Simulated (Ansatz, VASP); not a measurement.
Two plane-wave programs on C

```xyz
2
Lattice="0.0000 1.7857 1.7857 1.7857 0.0000 1.7857 1.7857 1.7857 0.0000" Properties=species:S:1:pos:R:3 pbc="T T T"
C     2.6785    2.6785    2.6785
C     1.7857    1.7857    1.7857
```

Alike in both runs: task single point; functional PBE; k mesh 10 × 10 × 10; occupations gaussian, width 0.05 eV; no spin polarisation.

```csv
,VASP,Ansatz
version,VASP 6.6.1,Ansatz 0.2.0
potentials or method,"VASP PAW PBE potentials, release 64 (C), cutoff 600 eV","scalar-relativistic, plane waves, PAW"
valence electrons in the cell,8,8
```

Ansatz gave:

```
gap on the k mesh at the Fermi level (eV) : 4.17
least direct gap on the mesh (eV)         : 5.58
pressure (GPa)                            : 0.1
```

Task: Which values does VASP return?

Result: gap on the k mesh at the Fermi level (eV): 4.16; least direct gap on the mesh (eV): 5.58; pressure (GPa): 0.1.
